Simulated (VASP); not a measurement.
# Ga in VASP: further runs

Runs on Ga. Level: PBE. Tasks: electric field gradients.

Program: VASP 6.6.1. These are calculated values, not measurements. Logs are shortened: lines on timing, memory, paths and dates and some standing lists are left out, and cuts for length are marked.

### 1 The cell of the first run

Symmetry: Cmcm, No. 63, orthorhombic system. The conventional cell has a = 2.900 Å, b = 8.130 Å, c = 3.170 Å, α = 90.00°, β = 90.00°, γ = 90.00°. Within 3.5 Å of Ga (site symmetry m2m) lie 10 Ga at 2.68 to 3.17 Å.

### 2 Electric field gradients, PBE

INCAR reads:

```
PREC = Accurate
ENCUT = 520
EDIFF = 1E-8
ISMEAR = -1
SIGMA = 0.08
LREAL = F
LASPH = T
NELM = 60
ALGO = Normal
ISIF = 2
LWAVE = F
LCHARG = F
GGA = PE
LEFG = T
NBANDS = 20
```

KPOINTS reads:

```
regular mesh
0
Gamma
  12 12 10
```

POSCAR reads:

```
Ga
1.0
    1.4500000000     -4.0650000000      0.0000000000
    1.4500000000      4.0650000000      0.0000000000
    0.0000000000      0.0000000000      3.1700000000
Ga
2
Direct
    0.8670000000      0.1330000000      0.2500000000
    0.1330000000      0.8670000000      0.7500000000
```

Potentials or basis: VASP PAW PBE potentials, release 64 (Ga_d).

On the command line:

```
$ cat potpaw_PBE.64/Ga_d/POTCAR > POTCAR
$ mpirun -np 1 vasp_std > vasp.out
```

OUTCAR:

```text
PREC = Accurate
   ENCUT = 520
   EDIFF = 1E-8
   ISMEAR = -1
   LREAL = F
   LASPH = T
   NELM = 60
   ISIF = 2
   GGA = PE

 ion  position               nearest neighbor table
   1  0.867  0.133  0.250-   2 2.68   2 2.68   2 2.87   2 2.87   2 2.87   2 2.87
   2  0.133  0.867  0.750-   1 2.68   1 2.68   1 2.87   1 2.87   1 2.87   1 2.87

  LATTYP: Found a base centered orthorhombic cell.
 ALAT       =     2.9000000000
 B/A-ratio  =     2.8034482759
 C/A-ratio  =     1.0931034483

  Lattice vectors:

 A1 = (   1.4500000000,  -4.0650000000,   0.0000000000)
 A2 = (   1.4500000000,   4.0650000000,   0.0000000000)
 A3 = (   0.0000000000,   0.0000000000,   3.1700000000)

Analysis of symmetry for initial positions (statically):
=====================================================================
 Subroutine PRICEL returns:
 Original cell was already a primitive cell.

 Routine SETGRP: Setting up the symmetry group for a
 base centered orthorhombic supercell.

 Subroutine GETGRP returns: Found  8 space group operations
 (whereof  4 operations were pure point group operations)
 out of a pool of  8 trial point group operations.

The static configuration has the point symmetry C_2h.
 The point group associated with its full space group is D_2h.

Analysis of symmetry for dynamics (positions and initial velocities):
=====================================================================
 Subroutine PRICEL returns:
 Original cell was already a primitive cell.

 Routine SETGRP: Setting up the symmetry group for a
 base centered orthorhombic supercell.

 Subroutine GETGRP returns: Found  8 space group operations
 (whereof  4 operations were pure point group operations)
 out of a pool of  8 trial point group operations.

The dynamic configuration has the point symmetry C_2h.
 The point group associated with its full space group is D_2h.

 Subroutine INISYM returns: Found  8 space group operations
 (whereof  4 operations are pure point group operations),
 and found     1 'primitive' translations

----------------------------------------------------------------------------------------

                                     Primitive cell

  volume of cell :      37.3695

  direct lattice vectors                    reciprocal lattice vectors
     1.450000000 -4.065000000  0.000000000     0.344827586 -0.123001230  0.000000000
     1.450000000  4.065000000  0.000000000     0.344827586  0.123001230  0.000000000
     0.000000000  0.000000000  3.170000000     0.000000000  0.000000000  0.315457413

  length of vectors
     4.315868974  4.315868974  3.170000000     0.366108409  0.366108409  0.315457413

  position of ions in fractional coordinates (direct lattice)
     0.867000000  0.133000000  0.250000000
     0.133000000  0.867000000  0.750000000

  ion indices of the primitive-cell ions
   primitive index   ion index
                 1           1
                 2           2

----------------------------------------------------------------------------------------

 KPOINTS: regular mesh

Automatic generation of k-mesh.
 Grid dimensions read from file:
 generate k-points for:   12   12   10

 Generating k-lattice:

  Cartesian coordinates                     Fractional coordinates (reciprocal lattice)
     0.028735632 -0.010250103  0.000000000     0.083333333  0.000000000  0.000000000
     0.028735632  0.010250103  0.000000000     0.000000000  0.083333333  0.000000000
     0.000000000  0.000000000  0.031545741     0.000000000  0.000000000  0.100000000

  Length of vectors
     0.030509034  0.030509034  0.031545741

  Shift w.r.t. Gamma in fractional coordinates (k-lattice)
     0.000000000  0.000000000  0.000000000

 Subroutine IBZKPT returns following result:
 ===========================================

 Found    258 irreducible k-points:

 Following reciprocal coordinates:
            Coordinates               Weight
  0.000000  0.000000  0.000000      1.000000
  0.083333  0.000000  0.000000      4.000000
  0.166667  0.000000  0.000000      4.000000
  0.250000  0.000000  0.000000      4.000000
  0.333333  0.000000  0.000000      4.000000
  0.416667  0.000000  0.000000      4.000000
[... 16 lines left out ...]
  0.500000  0.166667  0.000000      4.000000
 -0.416667  0.166667  0.000000      4.000000
 [... further k-points ...]
   k-points           NKPTS =    258   k-points in BZ     NKDIM =    258   number of bands    NBANDS=     20
   number of dos      NEDOS =    301   number of ions     NIONS =      2
   total plane-waves  NPLWV =  24576
   dimension x,y,z NGX =    32 NGY =   32 NGZ =   24
   dimension x,y,z NGXF=    64 NGYF=   64 NGZF=   48
   ions per type =               2
   NGX,Y,Z   is equivalent  to a cutoff of  12.33, 12.33, 12.59 a.u.
   NGXF,Y,Z  is equivalent  to a cutoff of  24.65, 24.65, 25.17 a.u.
 SYSTEM =  unknown system
   PREC   = accura    normal or accurate (medium, high low for compatibility)
   ISTART =      0    job   : 0-new  1-cont  2-samecut
   ICHARG =      2    charge: 1-file 2-atom 10-const
   ISPIN  =      1    spin polarized calculation?
   LNONCOLLINEAR =      F non collinear calculations
   LSORBIT =      F    spin-orbit coupling
   LASPH  =      T    aspherical Exc in radial PAW
   ENCUT  =  520.0 eV  38.22 Ry    6.18 a.u.   8.02  8.02  5.89*2*pi/ulx,y,z
   NELM   =     60;   NELMIN=  2; NELMDL= -5     # of ELM steps
   EDIFF  = 0.1E-07   stopping-criterion for ELM
   LREAL  =      F    real-space projection
   EDIFFG = 0.1E-06   stopping-criterion for IOM
   NSW    =      0    number of steps for IOM
   IBRION =     -1    ionic relax: 0-MD 1-quasi-New 2-CG
   NFREE  =      0    steps in history (QN), initial steepest desc. (CG)
   ISIF   =      2    stress and relaxation
   ISYM   =      2    0-nonsym 1-usesym 2-fastsym
   POTIM  = 0.5000    time-step for ionic-motion
   TEBEG  =    0.0;   TEEND  =   0.0 temperature during run
   PSTRESS=    0.0 pullay stress
   NELECT =      26.0000    total number of electrons
   NUPDOWN=      -1.0000    fix difference up-down
   EMIN   =  10.00;   EMAX   =-10.00  energy-range for DOS
   EFERMI =   0.00;   METHOD = LEGACY
   ISMEAR =    -1;   SIGMA  =   0.08  broadening in eV -4-tet -1-fermi 0-gaus
   EFERMI_NEDOS =   21; number of points for ismear=-14 and -15
   IALGO  =     38    algorithm
   IMIX   =      4    mixing-type and parameters
     AMIX     =   0.40;   BMIX     =  1.00
     AMIX_MAG =   1.60;   BMIX_MAG =  1.00
  volume/ion in A,a.u.               =      18.68       126.09
  Fermi-wavevector in a.u.,A,eV,Ry     =   1.450641  2.741314 28.631555  2.104360
  Thomas-Fermi vector in A             =   2.568230
   LORBIT       =      0    0 simple, 1 ext, 2 COOP (PROOUT), +10 PAW based schemes
   GGA     = PE    functional components
   LHFCALC =     F    Hartree Fock is set to
   AEXX    =    0.0000 exact exchange contribution
   IVDW    =     0    specifies the selected vdW correction
   LEPSILON=     F    determine dielectric tensor
   LRPA    =     F    only Hartree local field effects (RPA)
 non-spin polarized calculation
  energy-cutoff  :      520.00
  volume of cell :       37.37
 maximum number of plane-waves:      1028
   NGX = 17   NGY = 17   NGZ = 11

 number of electron      26.0000003 magnetization

 Free energy of the ion-electron system (eV)
  ---------------------------------------------------
  ext. energy  EPLUGINS =         0.00000000
  ---------------------------------------------------
  free energy    TOTEN  =        -5.75964751 eV

  energy without entropy =       -5.74266646  energy(sigma->0) =       -5.75115698

 E-fermi :   5.6760     XC(G=0): -11.0190

 val. band max:        5.6577298681   @ k =   0.3333   0.0833   0.5000
 cond. band min:       5.6880464482   @ k =   0.1667   0.0000   0.1000
 fundamental gap:      0.0303165801
 Fermi energy:         5.6760098807

 k-point     1 :       0.0000    0.0000    0.0000
  band No.  band energies     occupation
      1      -9.5462      2.00000
      2      -9.5212      2.00000
      3      -9.4524      2.00000
      4      -9.4375      2.00000
      5      -9.2474      2.00000
      6      -9.2327      2.00000
[... 12 lines left out ...]
     19      16.9184      0.00000
     20      17.3915      0.00000

 k-point     2 :       0.0833    0.0000    0.0000
  band No.  band energies     occupation
      1      -9.5391      2.00000
      2      -9.5168      2.00000
      3      -9.4490      2.00000
      4      -9.4112      2.00000
      5      -9.2554      2.00000
      6      -9.2413      2.00000
[... 12 lines left out ...]
     19      17.4260      0.00000
     20      18.7883      0.00000

 k-point     3 :       0.1667    0.0000    0.0000
  band No.  band energies     occupation
      1      -9.5200      2.00000
      2      -9.5048      2.00000
      3      -9.4280      2.00000
      4      -9.3591      2.00000
      5      -9.2740      2.00000
      6      -9.2653      2.00000
[... 12 lines left out ...]
     19      17.9182      0.00000
     20      21.0807      0.00000

 k-point     4 :       0.2500    0.0000    0.0000
  band No.  band energies     occupation
      1      -9.4947      2.00000
      2      -9.4890      2.00000
      3      -9.4008      2.00000
      4      -9.3480      2.00000
      5      -9.2997      2.00000
      6      -9.2477      2.00000
[... 12 lines left out ...]
     19      18.0426      0.00000
     20      20.9097      0.00000

 k-point     5 :       0.3333    0.0000    0.0000
  band No.  band energies     occupation
      1      -9.4740      2.00000
      2      -9.4727      2.00000
      3      -9.3896      2.00000
      4      -9.3704      2.00000
      5      -9.3359      2.00000
      6      -9.2319      2.00000
[... 12 lines left out ...]
     19      17.8001      0.00000
     20      19.0942      0.00000
[... 353 lines left out ...]
      6      -9.2616      2.00000
[... 12 lines left out ...]
     19      16.5823      0.00000
     20      17.8648      0.00000

 k-point    22 :       0.4167    0.1667    0.0000
  band No.  band energies     occupation
      1      -9.4691      2.00000
      2      -9.4562      2.00000
      3      -9.4097      2.00000
      4      -9.3485      2.00000
      5      -9.3304      2.00000
      6      -9.2627      2.00000
[... 12 lines left out ...]
     19      16.6696      0.00000
     20      17.5903      0.00000

 k-point    23 :       0.5000    0.1667    0.0000
  band No.  band energies     occupation
      1      -9.4620      2.00000
      2      -9.4424      2.00000
      3      -9.4072      2.00000
      4      -9.3539      2.00000
      5      -9.3440      2.00000
      6      -9.2681      2.00000
[... 12 lines left out ...]
     19      15.5867      0.00000
     20      17.0723      0.00000

 k-point    24 :      -0.4167    0.1667    0.0000
  band No.  band energies     occupation
      1      -9.4676      2.00000
      2      -9.4421      2.00000
      3      -9.4277      2.00000
      4      -9.3612      2.00000
      5      -9.3227      2.00000
      6      -9.2658      2.00000
[... 12 lines left out ...]
     19      16.3634      0.00000
     20      18.3129      0.00000

 [... further k-points ...]
[... 5 lines left out ...]
  --------------------------------------------------------------------------------------
  -------------------------------------------------------------------------------------
  Total       -0.1484109      0.7076500      0.6619542      0.0000000      0.0000000      0.0000000
  in kB       -6.3629511     30.3396998     28.3805424      0.0000000      0.0000000      0.0000000
  external PRESSURE =      17.4524304 kB  Pullay stress =       0.0000000 kB

 VOLUME and BASIS-vectors are now :
 -----------------------------------------------------------------------------
  energy-cutoff  :      520.00
  volume of cell :       37.37
      direct lattice vectors                 reciprocal lattice vectors
     1.450000000 -4.065000000  0.000000000     0.344827586 -0.123001230  0.000000000
     1.450000000  4.065000000  0.000000000     0.344827586  0.123001230  0.000000000
     0.000000000  0.000000000  3.170000000     0.000000000  0.000000000  0.315457413

 POSITION                                       TOTAL-FORCE (eV/Angst)
 -----------------------------------------------------------------------------------
      1.45000     -2.98371      0.79250         0.000000      0.196407     -0.000000
      1.45000      2.98371      2.37750         0.000000     -0.196407      0.000000
 -----------------------------------------------------------------------------------
    total drift:                                0.000000      0.000000     -0.000000

  FREE ENERGIE OF THE ION-ELECTRON SYSTEM (eV)
  ---------------------------------------------------
  free  energy   TOTEN  =        -5.7596475053 eV

  energy  without entropy=       -5.7426664644  energy(sigma->0) =       -5.75115698

 Electric field gradients (V/A^2)
---------------------------------------------------------------------
 ion       V_xx      V_yy      V_zz      V_xy      V_xz      V_yz
---------------------------------------------------------------------
   1      10.136   -26.726    16.590    -0.000     0.000    -0.000
   2      10.136   -26.726    16.590     0.000     0.000     0.000
---------------------------------------------------------------------

 Electric field gradients after diagonalization (V/A^2)
 (convention: |V_zz| > |V_xx| > |V_yy|)
----------------------------------------------------------------------
 ion       V_xx      V_yy      V_zz     asymmetry (V_yy - V_xx)/ V_zz
----------------------------------------------------------------------
   1      16.590    10.136   -26.726       0.241
   2      16.590    10.136   -26.726       0.241
----------------------------------------------------------------------

           NMR quadrupolar parameters

 Cq : quadrupolar parameter    Cq=e*Q*V_zz/h
 eta: asymmetry parameters     (V_yy - V_xx)/ V_zz
 Q  : nuclear electric quadrupole moment in mb (millibarn)
----------------------------------------------------------------------
 ion       Cq(MHz)       eta       Q (mb)
----------------------------------------------------------------------
   1      -0.065       0.241       1.000
   2      -0.065       0.241       1.000
----------------------------------------------------------------------
```

Wall time 2.9 min (1 thread of Intel Xeon Platinum 8375C at 2.90GHz (Ice Lake), shared host); peak memory 0.28 GiB.

What came out:

| Property | Result |
| --- | --- |
| Free energy | -5.7596 eV |
| Pressure | 1.7 GPa |
| Largest force | 0.196 eV/Å |
| Band gap on the k mesh | zero (bands 13 and 14 overlap by 9.37 eV) |
| Largest electric field gradient by atom | Ga -26.7 V/Å² |

Forces on the atoms (eV/Å):
```
Ga   0.000  0.196  0.000
Ga   0.000 -0.196  0.000
```

Stress tensor (GPa, compression positive):
```
-0.64  0.00  0.00
 0.00  3.03  0.00
 0.00  0.00  2.84
```

Levels at points of the mesh, in eV from the Fermi level:
| k point | band 9 | band 10 | band 11 | band 12 | band 13 | band 14 | band 15 | band 16 | band 17 | band 18 |
| --- | --- | --- | --- | --- | --- | --- | --- | --- | --- | --- |
| (0.00, 0.00, 0.00) | -14.86 | -14.70 | -11.27 | -2.30 | -1.60 | 2.87 | 6.56 | 7.81 | 8.74 | 10.45 |
| (0.50, 0.00, 0.00) | -14.77 | -14.76 | -6.73 | -5.44 | -1.79 | -0.45 | 6.47 | 6.70 | 8.88 | 9.30 |
| (0.50, 0.50, 0.00) | -14.82 | -14.77 | -9.24 | -8.60 | 5.11 | 5.77 | 5.84 | 7.05 | 7.17 | 9.37 |
| (0.00, 0.00, 0.50) | -14.79 | -14.79 | -7.44 | -7.44 | 1.83 | 1.83 | 2.48 | 2.48 | 10.32 | 10.32 |
| (0.50, 0.00, 0.50) | -14.75 | -14.75 | -3.08 | -3.08 | -1.62 | -1.62 | 1.84 | 1.84 | 4.22 | 4.22 |
| (0.50, 0.50, 0.50) | -14.84 | -14.84 | -5.62 | -5.62 | -4.26 | -4.26 | 9.57 | 9.57 | 11.40 | 11.40 |

Electric field gradients, principal values (V/Å²):
| atom | least | middle | greatest (by size) |
| --- | --- | --- | --- |
| 1 Ga | 10.136 | 16.590 | -26.726 |
| 2 Ga | 10.136 | 16.590 | -26.726 |

Caveat: without QUAD_EFG the Cq values of the log hold for a quadrupole moment of 1 mb, not for the nuclei.

(Part 1 of 2 ends here.)
